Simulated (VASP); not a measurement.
Runs of VASP 6.6.1 on Ru. The structure is that of space group P6_3/mmc (No. 194), or close to it. The cells are those of the table. 

```tsv
cell	further INCAR settings	gap on the mesh (eV)	pressure (GPa)
a = 2.625, b = 2.625, c = 4.346 Å, angles 90.0, 90.0, 120.0°, 2 atoms	ALGO = Fast; EDIFF = 1e-07; NBANDS = 21	none	(b)
a = 2.625, b = 2.625, c = 4.410 Å, angles 90.0, 90.0, 120.0°, 2 atoms	ALGO = Fast; EDIFF = 1e-07; NBANDS = 21	none	5.1
a = 2.665, b = 2.665, c = 4.153 Å, angles 90.0, 90.0, 120.0°, 2 atoms	ALGO = Fast; EDIFF = 1e-06; NBANDS = 21	none	16.4
a = 2.625, b = 2.625, c = 4.153 Å, angles 90.0, 90.0, 120.0°, 2 atoms	ALGO = Fast; EDIFF = 1e-06; NBANDS = 21	none	30.1
a = 2.665, b = 2.665, c = 4.218 Å, angles 90.0, 90.0, 120.0°, 2 atoms	ALGO = Fast; EDIFF = 1e-06; NBANDS = 21	none	9.8
a = 2.625, b = 2.625, c = 4.218 Å, angles 90.0, 90.0, 120.0°, 2 atoms	ALGO = Fast; EDIFF = 1e-07; NBANDS = 21	none	22.7
a = 2.625, b = 2.625, c = 4.282 Å, angles 90.0, 90.0, 120.0°, 2 atoms	ALGO = Fast; EDIFF = 1e-06; NBANDS = 21	none	(a)
```

Alike in all rows: task single point; level PBEsol; potentials or basis VASP PAW PBE potentials, release 64 (Ru_pv); no spin polarisation; k mesh 24 × 24 × 12; cutoff (eV) 520; smearing gaussian 0.15 eV.

Q: Fill in the values left out.

A: (a) 16.2; (b) 10.3.

Caveats: the cell stands under pressure; the PAW data sets were made with another functional, which shifts forces and pressure a little.

A k mesh can miss the band edges, and the runs leave out spin-orbit coupling on Ru.

A gap of «none» marks levels without a gap at the run's occupations.
